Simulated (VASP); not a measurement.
# Y (P6_3/mmc) in VASP: a series of runs, part 2 of 2

VASP 6.6.1.

## 5. Single point, PBE

INCAR reads:

```
SYSTEM = Y
PREC = Accurate
ENCUT = 520
EDIFF = 1E-6
ISMEAR = -1
SIGMA = 0.1
LREAL = .False.
LASPH = .True.
NELM = 100
ALGO = Normal
ISIF = 2
LWAVE = .False.
LCHARG = .True.
GGA = PE
LELF = .True.
LVHAR = .True.
NBANDS = 18
```

KPOINTS reads:

```
Automatic mesh
0
Gamma
  11 11 6
  0 0 0
```

POSCAR reads:

```
Y
1.0
    3.6535431712      0.0000000000      0.0000000000
   -1.8267715856      3.1640612001      0.0000000000
    0.0000000000      0.0000000000      5.6988610241
Y
2
Direct
    0.3333333333      0.6666666667      0.2500000000
    0.6666666667      0.3333333333      0.7500000000
```

Potentials or basis: VASP PAW PBE potentials, release 64 (Y_sv).

Started as:

```sh
$ cat potpaw_PBE.64/Y_sv/POTCAR > POTCAR
$ mpirun -np 1 vasp_std > vasp.out
```

OUTCAR:

```text
SYSTEM = Y
   PREC = Accurate
   ENCUT = 520
   EDIFF = 1E-6
   ISMEAR = -1
   LREAL = .False.
   LASPH = .True.
   NELM = 100
   ISIF = 2
   GGA = PE

 ion  position               nearest neighbor table
   1  0.333  0.667  0.250-   2 3.55   2 3.55   2 3.55   2 3.55   2 3.55   2 3.55
   2  0.667  0.333  0.750-   1 3.55   1 3.55   1 3.55   1 3.55   1 3.55   1 3.55

  LATTYP: Found a hexagonal cell.
 ALAT       =     3.6535431712
 C/A-ratio  =     1.5598176228

  Lattice vectors:

 A1 = (   3.6535431712,   0.0000000000,   0.0000000000)
 A2 = (  -1.8267715856,   3.1640612001,   0.0000000000)
 A3 = (   0.0000000000,   0.0000000000,   5.6988610241)

Analysis of symmetry for initial positions (statically):
=====================================================================
 Subroutine PRICEL returns:
 Original cell was already a primitive cell.

 Routine SETGRP: Setting up the symmetry group for a
 hexagonal supercell.

 Subroutine GETGRP returns: Found 24 space group operations
 (whereof 12 operations were pure point group operations)
 out of a pool of 24 trial point group operations.

The static configuration has the point symmetry D_3d.
 The point group associated with its full space group is D_6h.
[... 161 lines left out ...]

 E-fermi :   2.9827     XC(G=0):  -9.4155

 val. band max:        2.9817512959   @ k =   0.4545   0.0909   0.3333
 cond. band min:       2.9896339233   @ k =   0.1818   0.0909   0.0000
 fundamental gap:      0.0078826273
 Fermi energy:         2.9827279731

 k-point     1 :       0.0000    0.0000    0.0000
  band No.  band energies     occupation
      1     -39.7082      2.00000
      2     -39.6343      2.00000
      3     -19.9852      2.00000
      4     -19.5121      2.00000
      5     -19.5121      2.00000
      6     -19.4211      2.00000
[... 481 lines left out ...]
      5     -19.6283      2.00000
      6     -19.5553      2.00000
[... 10 lines left out ...]
     17       6.1213      0.00000
     18       6.5389      0.00000

 [... further k-points ...]

------------------------ aborting loop because EDIFF is reached ----------------------------------------

  FORCE on cell =-STRESS in cart. coord.  units (eV):
  Direction    XX          YY          ZZ          XY          YZ          ZX
  --------------------------------------------------------------------------------------
  -------------------------------------------------------------------------------------
  Total       -0.0533219     -0.0533219     -0.0393852      0.0000000      0.0000000      0.0000000
  in kB       -1.2967885     -1.2967885     -0.9578480      0.0000000      0.0000000      0.0000000
  external PRESSURE =      -1.1838084 kB  Pullay stress =       0.0000000 kB

 VOLUME and BASIS-vectors are now :
 -----------------------------------------------------------------------------
  energy-cutoff  :      520.00
  volume of cell :       65.88
      direct lattice vectors                 reciprocal lattice vectors
     3.653543171  0.000000000  0.000000000     0.273706907  0.158024756  0.000000000
    -1.826771586  3.164061200  0.000000000     0.000000000  0.316049513  0.000000000
     0.000000000  0.000000000  5.698861024     0.000000000  0.000000000  0.175473660

 POSITION                                       TOTAL-FORCE (eV/Angst)
 -----------------------------------------------------------------------------------
     -0.00000      2.10937      1.42472         0.000000     -0.000000      0.000000
      1.82677      1.05469      4.27415        -0.000000      0.000000      0.000000
 -----------------------------------------------------------------------------------
    total drift:                               -0.000000      0.000000     -0.000000

  FREE ENERGIE OF THE ION-ELECTRON SYSTEM (eV)
  ---------------------------------------------------
  free  energy   TOTEN  =       -12.9297416467 eV

  energy  without entropy=      -12.8095323360  energy(sigma->0) =      -12.86963699
```

It took 2.4 min on 1 thread of Intel Xeon 8259CL, shared host; peak memory 0.23 GiB.

Results:

```
Free energy            : -12.9297 eV
Pressure               : -0.1 GPa
Band gap on the k mesh : zero (bands 11 and 12 overlap by 1.47 eV)
```

Levels at points of the mesh, in eV from the Fermi level:
```
           k point  band 7  band 8  band 9  band 10  band 11  band 12  band 13  band 14  band 15  band 16
(0.00, 0.00, 0.00)  -22.40  -22.37   -4.68    -1.84     0.92     1.74     1.74     2.09     2.36     2.36
(0.00, 0.00, 0.50)  -22.45  -22.45   -3.23    -3.23     0.97     0.97     1.66     1.66     1.66     1.66
```

## 6. Single point, PBE

INCAR reads:

```
SYSTEM = Y
ALGO = Normal
EDIFF = 1E-6
ENCUT = 520
GGA = PE
ISIF = 2
ISMEAR = -1
LASPH = .TRUE.
LCHARG = .FALSE.
LREAL = .FALSE.
LWAVE = .FALSE.
NBANDS = 18
NELM = 80
PREC = Accurate
SIGMA = 0.1
```

KPOINTS reads:

```
k-points
0
G
  14 14 8
  0 0 0
```

POSCAR is that of step 5.

Potentials or basis: VASP PAW PBE potentials, release 64 (Y_sv).

Started as:

```sh
$ cat potpaw_PBE.64/Y_sv/POTCAR > POTCAR
$ mpirun -np 1 vasp_std > vasp.out
```

Wall time 3.3 min (1 thread of Intel Xeon 8259CL, shared host); peak memory 0.28 GiB.

The run converged. Its results:

| Property | Result |
| --- | --- |
| Free energy | -12.9294 eV |
| Pressure | -0.1 GPa |
| Band gap on the k mesh | zero (bands 11 and 12 overlap by 1.45 eV) |

Levels at points of the mesh, in eV from the Fermi level:
```csv
k point,band 9,band 10,band 11,band 12,band 13,band 14
"(0.00, 0.00, 0.00)",-4.68,-1.84,0.92,1.74,1.74,2.09
"(0.50, 0.00, 0.00)",-1.67,-1.17,-0.80,-0.12,1.42,1.45
"(0.00, 0.00, 0.50)",-3.23,-3.23,0.97,0.97,1.66,1.66
"(0.50, 0.00, 0.50)",-1.64,-1.64,0.08,0.08,1.38,1.38
```

## 7. Overview

```tsv
k mesh	smearing	gap on the mesh (eV)	pressure (GPa)
10 × 10 × 6	methfessel-paxton 1 eV	none	-0.1
10 × 10 × 6	methfessel-paxton 0.01 eV	none	-0.3
10 × 10 × 6	methfessel-paxton 0.6 eV	none	-0.2
11 × 11 × 6	fermi-dirac 0.1 eV	none	-0.1
14 × 14 × 8	fermi-dirac 0.1 eV	none	-0.1
```

Alike in all rows: task single point; level PBE; potentials or basis VASP PAW PBE potentials, release 64 (Y_sv); no spin polarisation; cell as given; cutoff (eV) 520.

Caveats: so wide a smearing shifts energies and pressures (at least some runs).

Total energies depend on the potentials used, so only differences within one code and one set of settings carry meaning.

The gap in the log of VASP goes by the Fermi energy; the results here count the filled bands.